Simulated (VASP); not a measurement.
# Be (Fm-3m) in VASP: further runs

Runs on Be. Level: r2SCAN. Tasks: single point.

Everything below comes from runs of VASP 6.6.1. Logs are shortened: lines on timing, memory, paths and dates and some standing lists are left out, and cuts for length are marked.

**1. The cell of the first run**

The structure is cubic, space group Fm-3m (No. 225). Conventional cell: a = 3.071 Å, b = 3.071 Å, c = 3.071 Å, α = 90.00°, β = 90.00°, γ = 90.00°. Be (site symmetry m-3m) has 12 Be at 2.17 Å within 2.9 Å.

This isn't the form of Be at room conditions, which is hcp.

**2. Single point, r2SCAN**

Contents of POSCAR:

```
Be
1.0
    0.0000000000      1.5357421550      1.5357421550
    1.5357421550      0.0000000000      1.5357421550
    1.5357421550      1.5357421550      0.0000000000
Be
1
Direct
    0.0000000000      0.0000000000      0.0000000000
```

Contents of INCAR.step1:

```
SYSTEM = Be
PREC = Accurate
ENCUT = 520
ISMEAR = -1
SIGMA = 0.1
LREAL = .FALSE.
LASPH = .TRUE.
NELM = 60
NBANDS = 7
GGA = PE
ALGO = Normal
EDIFF = 1E-4
LWAVE = .TRUE.
LCHARG = .FALSE.
```

Contents of INCAR.step2:

```
SYSTEM = Be
PREC = Accurate
ENCUT = 520
EDIFF = 1E-6
ISMEAR = -1
SIGMA = 0.1
LREAL = .FALSE.
LASPH = .TRUE.
NELM = 60
ALGO = Normal
ISIF = 2
LWAVE = .FALSE.
LCHARG = .FALSE.
METAGGA = R2SCAN
LMIXTAU = .TRUE.
NBANDS = 7
ISTART = 1
```

Contents of KPOINTS:

```
regular mesh
0
G
  18 18 18
  0 0 0
```

Potentials or basis: VASP PAW PBE potentials, release 64 (Be).

Command:

```sh
$ cat potpaw_PBE.64/Be/POTCAR > POTCAR
$ cp INCAR.step1 INCAR
$ mpirun -np 1 vasp_std > vasp.out
$ cp INCAR.step2 INCAR
$ mpirun -np 1 vasp_std > vasp.out
```

OUTCAR:

```text
SYSTEM = Be
   PREC = Accurate
   ENCUT = 520
   EDIFF = 1E-6
   ISMEAR = -1
   LREAL = .FALSE.
   LASPH = .TRUE.
   NELM = 60
   ISIF = 2
   METAGGA = R2SCAN
   ISTART = 1

 ion  position               nearest neighbor table
   1  0.000  0.000  0.000-

  LATTYP: Found a face centered cubic cell.
 ALAT       =     3.0714843100

  Lattice vectors:

 A1 = (   0.0000000000,   1.5357421550,   1.5357421550)
 A2 = (   1.5357421550,   0.0000000000,   1.5357421550)
 A3 = (   1.5357421550,   1.5357421550,   0.0000000000)

Analysis of symmetry for initial positions (statically):
=====================================================================
 Subroutine PRICEL returns:
 Original cell was already a primitive cell.

 Routine SETGRP: Setting up the symmetry group for a
 face centered cubic supercell.

 Subroutine GETGRP returns: Found 48 space group operations
 (whereof 48 operations were pure point group operations)
 out of a pool of 48 trial point group operations.

The static configuration has the point symmetry O_h .

Analysis of symmetry for dynamics (positions and initial velocities):
=====================================================================
 Subroutine PRICEL returns:
 Original cell was already a primitive cell.

 Routine SETGRP: Setting up the symmetry group for a
 face centered cubic supercell.

 Subroutine GETGRP returns: Found 48 space group operations
 (whereof 48 operations were pure point group operations)
 out of a pool of 48 trial point group operations.

The dynamic configuration has the point symmetry O_h .

 Subroutine INISYM returns: Found 48 space group operations
 (whereof 48 operations are pure point group operations),
 and found     1 'primitive' translations

----------------------------------------------------------------------------------------

                                     Primitive cell

  volume of cell :       7.2441

  direct lattice vectors                    reciprocal lattice vectors
     0.000000000  1.535742155  1.535742155    -0.325575487  0.325575487  0.325575487
     1.535742155  0.000000000  1.535742155     0.325575487 -0.325575487  0.325575487
     1.535742155  1.535742155  0.000000000     0.325575487  0.325575487 -0.325575487

  length of vectors
     2.171867384  2.171867384  2.171867384     0.563913285  0.563913285  0.563913285

  position of ions in fractional coordinates (direct lattice)
     0.000000000  0.000000000  0.000000000

  ion indices of the primitive-cell ions
   primitive index   ion index
                 1           1

----------------------------------------------------------------------------------------

 KPOINTS: regular mesh

Automatic generation of k-mesh.
 Grid dimensions read from file:
 generate k-points for:   18   18   18

 Generating k-lattice:

  Cartesian coordinates                     Fractional coordinates (reciprocal lattice)
    -0.018087527  0.018087527  0.018087527     0.055555556  0.000000000  0.000000000
     0.018087527 -0.018087527  0.018087527     0.000000000  0.055555556  0.000000000
     0.018087527  0.018087527 -0.018087527     0.000000000  0.000000000  0.055555556

  Length of vectors
     0.031328516  0.031328516  0.031328516

  Shift w.r.t. Gamma in fractional coordinates (k-lattice)
     0.000000000  0.000000000  0.000000000

 Subroutine IBZKPT returns following result:
 ===========================================

 Found    195 irreducible k-points:

 Following reciprocal coordinates:
            Coordinates               Weight
  0.000000  0.000000  0.000000      1.000000
  0.055556  0.000000  0.000000      8.000000
  0.111111  0.000000  0.000000      8.000000
  0.166667  0.000000  0.000000      8.000000
  0.222222  0.000000  0.000000      8.000000
  0.277778  0.000000  0.000000      8.000000
[... 16 lines left out ...]
 -0.277778  0.055556  0.000000     24.000000
 -0.222222  0.055556  0.000000     24.000000
 [... further k-points ...]
   k-points           NKPTS =    195   k-points in BZ     NKDIM =    195   number of bands    NBANDS=      7
   number of dos      NEDOS =    301   number of ions     NIONS =      1
   total plane-waves  NPLWV =   4096
   dimension x,y,z NGX =    16 NGY =   16 NGZ =   16
   dimension x,y,z NGXF=    32 NGYF=   32 NGZF=   32
   ions per type =               1
   NGX,Y,Z   is equivalent  to a cutoff of  12.25, 12.25, 12.25 a.u.
   NGXF,Y,Z  is equivalent  to a cutoff of  24.49, 24.49, 24.49 a.u.
 SYSTEM =  Be
   PREC   = accura    normal or accurate (medium, high low for compatibility)
   ISTART =      1    job   : 0-new  1-cont  2-samecut
   ICHARG =      0    charge: 1-file 2-atom 10-const
   ISPIN  =      1    spin polarized calculation?
   LNONCOLLINEAR =      F non collinear calculations
   LSORBIT =      F    spin-orbit coupling
   LASPH  =      T    aspherical Exc in radial PAW
   ENCUT  =  520.0 eV  38.22 Ry    6.18 a.u.   4.04  4.04  4.04*2*pi/ulx,y,z
   NELM   =     60;   NELMIN=  2; NELMDL=  0     # of ELM steps
   EDIFF  = 0.1E-05   stopping-criterion for ELM
   LREAL  =      F    real-space projection
   EDIFFG = 0.1E-04   stopping-criterion for IOM
   NSW    =      0    number of steps for IOM
   IBRION =     -1    ionic relax: 0-MD 1-quasi-New 2-CG
   NFREE  =      0    steps in history (QN), initial steepest desc. (CG)
   ISIF   =      2    stress and relaxation
   ISYM   =      2    0-nonsym 1-usesym 2-fastsym
   POTIM  = 0.5000    time-step for ionic-motion
   TEBEG  =    0.0;   TEEND  =   0.0 temperature during run
   PSTRESS=    0.0 pullay stress
   NELECT =       2.0000    total number of electrons
   NUPDOWN=      -1.0000    fix difference up-down
   EMIN   =  10.00;   EMAX   =-10.00  energy-range for DOS
   EFERMI =   0.00;   METHOD = LEGACY
   ISMEAR =    -1;   SIGMA  =   0.10  broadening in eV -4-tet -1-fermi 0-gaus
   EFERMI_NEDOS =   21; number of points for ismear=-14 and -15
   IALGO  =     38    algorithm
   IMIX   =      4    mixing-type and parameters
     AMIX     =   0.40;   BMIX     =  1.00
     AMIX_MAG =   1.60;   BMIX_MAG =  1.00
  volume/ion in A,a.u.               =       7.24        48.89
  Fermi-wavevector in a.u.,A,eV,Ry     =   1.065998  2.014445 15.461014  1.136352
  Thomas-Fermi vector in A             =   2.201568
   LORBIT       =      0    0 simple, 1 ext, 2 COOP (PROOUT), +10 PAW based schemes
   METAGGA = R2SCAN    functional components
   LHFCALC =     F    Hartree Fock is set to
   AEXX    =    0.0000 exact exchange contribution
   IVDW    =     0    specifies the selected vdW correction
   LEPSILON=     F    determine dielectric tensor
   LRPA    =     F    only Hartree local field effects (RPA)
 non-spin polarized calculation
  energy-cutoff  :      520.00
  volume of cell :        7.24
 maximum number of plane-waves:       203
   NGX =  9   NGY =  9   NGZ =  9

 number of electron       2.0000000 magnetization

 Free energy of the ion-electron system (eV)
  ---------------------------------------------------
  ext. energy  EPLUGINS =         0.00000000
  ---------------------------------------------------
  free energy    TOTEN  =        -4.23408590 eV

  energy without entropy =       -4.23058104  energy(sigma->0) =       -4.23233347

 E-fermi :   8.5220     XC(G=0): -11.5697

 val. band max:        8.0629194526   @ k =  -0.3333   0.3889   0.0556
 cond. band min:       8.5812979880   @ k =   0.5000   0.0000   0.0000
 fundamental gap:      0.5183785354
 Fermi energy:         8.5220043016

 k-point     1 :       0.0000    0.0000    0.0000
  band No.  band energies     occupation
      1      -4.8845      2.00000
      2      30.8982      0.00000
      3      30.8982      0.00000
      4      30.8982      0.00000
      5      40.5746      0.00000
      6      40.5746      0.00000
      7      40.5746      0.00000

 k-point     2 :       0.0556    0.0000    0.0000
  band No.  band energies     occupation
      1      -4.7707      2.00000
      2      29.8687      0.00000
      3      30.6780      0.00000
      4      30.6780      0.00000
      5      39.3753      0.00000
      6      40.9826      0.00000
      7      40.9826      0.00000

 k-point     3 :       0.1111    0.0000    0.0000
  band No.  band energies     occupation
      1      -4.4292      2.00000
      2      27.2382      0.00000
      3      30.1333      0.00000
      4      30.1333      0.00000
      5      38.8187      0.00000
      6      41.9748      0.00000
      7      41.9748      0.00000

 k-point     4 :       0.1667    0.0000    0.0000
  band No.  band energies     occupation
      1      -3.8604      2.00000
      2      23.9302      0.00000
      3      29.4735      0.00000
      4      29.4735      0.00000
      5      39.1416      0.00000
      6      42.7416      0.00000
      7      42.7416      0.00000

 k-point     5 :       0.2222    0.0000    0.0000
  band No.  band energies     occupation
      1      -3.0665      2.00000
      2      20.5158      0.00000
      3      28.8477      0.00000
      4      28.8477      0.00000
      5      39.8944      0.00000
      6      42.1385      0.00000
      7      42.1385      0.00000
[... 161 lines left out ...]
 k-point    22 :      -0.3333    0.0556    0.0000
  band No.  band energies     occupation
      1      -0.3003      2.00000
      2      13.3204      0.00000
      3      26.4147      0.00000
      4      28.4390      0.00000
      5      37.3519      0.00000
      6      38.6065      0.00000
      7      43.1580      0.00000

 k-point    23 :      -0.2778    0.0556    0.0000
  band No.  band energies     occupation
      1      -1.5665      2.00000
      2      16.2349      0.00000
      3      26.5759      0.00000
      4      29.0652      0.00000
      5      38.5842      0.00000
      6      39.6148      0.00000
      7      42.2930      0.00000

 k-point    24 :      -0.2222    0.0556    0.0000
  band No.  band energies     occupation
      1      -2.6491      2.00000
      2      19.4287      0.00000
      3      26.9468      0.00000
      4      29.7115      0.00000
      5      39.4304      0.00000
      6      40.9293      0.00000
      7      41.7575      0.00000

 [... further k-points ...]
[... 5 lines left out ...]
  --------------------------------------------------------------------------------------
  -------------------------------------------------------------------------------------
  Total        0.5508799      0.5508799      0.5508799      0.0000000     -0.0000000      0.0000000
  in kB      121.8379525    121.8379525    121.8379525      0.0000000     -0.0000000      0.0000000
  external PRESSURE =     121.8379525 kB  Pullay stress =       0.0000000 kB

 VOLUME and BASIS-vectors are now :
 -----------------------------------------------------------------------------
  energy-cutoff  :      520.00
  volume of cell :        7.24
      direct lattice vectors                 reciprocal lattice vectors
     0.000000000  1.535742155  1.535742155    -0.325575487  0.325575487  0.325575487
     1.535742155  0.000000000  1.535742155     0.325575487 -0.325575487  0.325575487
     1.535742155  1.535742155  0.000000000     0.325575487  0.325575487 -0.325575487

 POSITION                                       TOTAL-FORCE (eV/Angst)
 -----------------------------------------------------------------------------------
      0.00000      0.00000      0.00000         0.000000      0.000000      0.000000
 -----------------------------------------------------------------------------------
    total drift:                               -0.000000     -0.000000     -0.000000

  FREE ENERGIE OF THE ION-ELECTRON SYSTEM (eV)
  ---------------------------------------------------
  free  energy   TOTEN  =        -4.2340859009 eV

  energy  without entropy=       -4.2305810390  energy(sigma->0) =       -4.23233347
```

Wall time 43 s (1 thread of AMD EPYC 7R13, shared host); peak memory 0.08 GiB.

What came out:

| Quantity | Value |
| --- | --- |
| Free energy | -4.2341 eV |
| Pressure | 12.2 GPa |
| Band gap on the k mesh | zero (bands 1 and 2 overlap by 0.60 eV) |

Caveat: the cell stands under pressure; the PAW data sets were made with another functional, which shifts forces and pressure a little.

**3. Single point, r2SCAN**

POSCAR is that of step 2.

Contents of INCAR.step1:

```
PREC = Accurate ; ENCUT = 520
ISMEAR = -1 ; SIGMA = 0.1
LREAL = F ; LASPH = T
NELM = 80 ; NBANDS = 7
GGA = PE ; ALGO = Normal
EDIFF = 1E-4 ; LWAVE = T
LCHARG = F
```

Contents of INCAR.step2:

```
PREC = Accurate ; ENCUT = 520
EDIFF = 1E-6 ; ISMEAR = -1
SIGMA = 0.1 ; LREAL = F
LASPH = T ; NELM = 80
ALGO = Normal ; ISIF = 2
LWAVE = F ; LCHARG = T
METAGGA = R2SCAN ; LMIXTAU = T
LELF = T ; LVHAR = T
NBANDS = 7 ; ISTART = 1
```

Contents of KPOINTS:

```
Automatic mesh
0
Gamma
  18 18 18
```

Potentials or basis: VASP PAW PBE potentials, release 64 (Be).

Command:

```sh
$ cat potpaw_PBE.64/Be/POTCAR > POTCAR
$ cp INCAR.step1 INCAR
$ mpirun -np 1 vasp_std > vasp.out
$ cp INCAR.step2 INCAR
$ mpirun -np 1 vasp_std > vasp.out
```

Run time: 42 s. Hardware: 1 thread of AMD EPYC 7R13, shared host; peak memory 0.08 GiB.

It converged, with:

```yaml
Free_energy: -4.2341 eV
Pressure: 12.2 GPa
Band_gap_on_the_k_mesh: zero (bands 1 and 2 overlap by 0.60 eV)
```

Levels at points of the mesh, in eV from the Fermi level:
```tsv
k point	band 1	band 2	band 3	band 4
(0.00, 0.00, 0.00)	-13.41	22.38	22.38	22.38
(0.50, 0.00, 0.00)	-6.14	0.06	18.99	18.99
(0.50, 0.50, 0.00)	-3.09	4.10	10.88	10.88
```

Caveat: the cell stands under pressure; the PAW data sets were made with another functional, which shifts forces and pressure a little.

**4. Single point, r2SCAN**

This run uses another cell than the first one, of 7.48 Å³/atom.

Contents of POSCAR:

```
Be
1.0
    0.0000000000      1.5522567777      1.5522567777
    1.5522567777      0.0000000000      1.5522567777
    1.5522567777      1.5522567777      0.0000000000
Be
1
Direct
    0.0000000000      0.0000000000      0.0000000000
```

Contents of INCAR.step1:

```
SYSTEM = Be
PREC = Accurate
ENCUT = 520
ISMEAR = -1
SIGMA = 0.1
LREAL = .False.
LASPH = .True.
NELM = 60
NBANDS = 7
GGA = PE
ALGO = Normal
EDIFF = 1E-4
LWAVE = .True.
LCHARG = .False.
```

Contents of INCAR.step2:

```
SYSTEM = Be
PREC = Accurate
ENCUT = 520
EDIFF = 1E-7
ISMEAR = -1
SIGMA = 0.1
LREAL = .False.
LASPH = .True.
NELM = 60
ALGO = Normal
ISIF = 2
LWAVE = .False.
LCHARG = .False.
METAGGA = R2SCAN
LMIXTAU = .True.
NBANDS = 7
ISTART = 1
```

Contents of KPOINTS:

```
Automatic mesh
0
Gamma
  18 18 18
  0 0 0
```

Potentials or basis: VASP PAW PBE potentials, release 64 (Be).

Command:

```sh
$ cat potpaw_PBE.64/Be/POTCAR > POTCAR
$ cp INCAR.step1 INCAR
$ mpirun -np 1 vasp_std > vasp.out
$ cp INCAR.step2 INCAR
$ mpirun -np 1 vasp_std > vasp.out
```

OUTCAR:

```text
SYSTEM = Be
   PREC = Accurate
   ENCUT = 520
   EDIFF = 1E-7
   ISMEAR = -1
   LREAL = .False.
   LASPH = .True.
   NELM = 60
   ISIF = 2
   METAGGA = R2SCAN
   ISTART = 1

 ion  position               nearest neighbor table
   1  0.000  0.000  0.000-

  LATTYP: Found a face centered cubic cell.
 ALAT       =     3.1045135554

  Lattice vectors:

 A1 = (   0.0000000000,   1.5522567777,   1.5522567777)
 A2 = (   1.5522567777,   0.0000000000,   1.5522567777)
 A3 = (   1.5522567777,   1.5522567777,   0.0000000000)

Analysis of symmetry for initial positions (statically):
=====================================================================
 Subroutine PRICEL returns:
 Original cell was already a primitive cell.

 Routine SETGRP: Setting up the symmetry group for a
 face centered cubic supercell.

 Subroutine GETGRP returns: Found 48 space group operations
 (whereof 48 operations were pure point group operations)
 out of a pool of 48 trial point group operations.
[... 151 lines left out ...]

 Free energy of the ion-electron system (eV)
  ---------------------------------------------------
  ext. energy  EPLUGINS =         0.00000000
  ---------------------------------------------------
  free energy    TOTEN  =        -4.24844296 eV

  energy without entropy =       -4.24474344  energy(sigma->0) =       -4.24659320

 E-fermi :   8.1972     XC(G=0): -11.4561

 val. band max:        8.1931302209   @ k =   0.5000   0.0000   0.0000
 cond. band min:       8.2969748921   @ k =  -0.4444   0.1111   0.0556
 fundamental gap:      0.1038446712
 Fermi energy:         8.1972056834

 k-point     1 :       0.0000    0.0000    0.0000
  band No.  band energies     occupation
      1      -4.9731      2.00000
      2      30.0680      0.00000
      3      30.0680      0.00000
      4      30.0680      0.00000
      5      39.6530      0.00000
      6      39.6530      0.00000
      7      39.6530      0.00000
[... 221 lines left out ...]
 k-point    24 :      -0.2222    0.0556    0.0000
  band No.  band energies     occupation
      1      -2.7618      2.00000
      2      18.8814      0.00000
      3      26.2230      0.00000
      4      28.9113      0.00000
      5      38.5057      0.00000
      6      40.0033      0.00000
      7      40.7665      0.00000

 [... further k-points ...]
[... 5 lines left out ...]
  --------------------------------------------------------------------------------------
  -------------------------------------------------------------------------------------
  Total        0.3432026      0.3432026      0.3432026      0.0000000      0.0000000      0.0000000
  in kB       73.5089895     73.5089895     73.5089895      0.0000000      0.0000000      0.0000000
  external PRESSURE =      73.5089895 kB  Pullay stress =       0.0000000 kB

 VOLUME and BASIS-vectors are now :
 -----------------------------------------------------------------------------
  energy-cutoff  :      520.00
  volume of cell :        7.48
      direct lattice vectors                 reciprocal lattice vectors
     0.000000000  1.552256778  1.552256778    -0.322111655  0.322111655  0.322111655
     1.552256778  0.000000000  1.552256778     0.322111655 -0.322111655  0.322111655
     1.552256778  1.552256778  0.000000000     0.322111655  0.322111655 -0.322111655

 POSITION                                       TOTAL-FORCE (eV/Angst)
 -----------------------------------------------------------------------------------
      0.00000      0.00000      0.00000         0.000000      0.000000     -0.000000
 -----------------------------------------------------------------------------------
    total drift:                                0.000000     -0.000000     -0.000000

  FREE ENERGIE OF THE ION-ELECTRON SYSTEM (eV)
  ---------------------------------------------------
  free  energy   TOTEN  =        -4.2484429593 eV

  energy  without entropy=       -4.2447434403  energy(sigma->0) =       -4.24659320
```

OSZICAR.step1:

```text
N       E                     dE             d eps       ncg     rms          rms(c)
DAV:   1    -0.238293540940E+01   -0.23829E+01   -0.11623E+03  2905   0.235E+02
DAV:   2    -0.371209461201E+01   -0.13292E+01   -0.12586E+01  3696   0.261E+01
DAV:   3    -0.371399839493E+01   -0.19038E-02   -0.19037E-02  3276   0.888E-01
DAV:   4    -0.371399862898E+01   -0.23405E-06   -0.23550E-06  4151   0.100E-02
DAV:   5    -0.371399862922E+01   -0.24259E-09   -0.82388E-11  3101   0.274E-05    0.831E-01
DAV:   6    -0.368832621674E+01    0.25672E-01   -0.34035E-03  3157   0.574E-01    0.513E-01
DAV:   7    -0.367878377224E+01    0.95424E-02   -0.30622E-03  3108   0.571E-01    0.314E-02
DAV:   8    -0.367878519658E+01   -0.14243E-05   -0.24007E-06  2912   0.103E-02
   1 F= -.36787852E+01 E0= -.36768998E+01  d E =-.377071E-02
```

Run time: 49 s. Hardware: 1 thread of AMD EPYC 7R13, shared host; peak memory 0.09 GiB.

What came out:

* Free energy: -4.2484 eV
* Pressure: 7.4 GPa
* Band gap on the k mesh: zero (bands 1 and 2 overlap by 0.59 eV)

Levels at points of the mesh, in eV from the Fermi level:
```
           k point  band 1  band 2  band 3  band 4  band 5
(0.00, 0.00, 0.00)  -13.17   21.87   21.87   21.87   31.46
(0.50, 0.00, 0.00)   -5.95    0.00   18.57   18.57   28.33
(0.50, 0.50, 0.00)   -2.97    4.01   10.66   10.66   16.19
```

Caveat: the cell stands under pressure; the PAW data sets were made with another functional, which shifts forces and pressure a little.
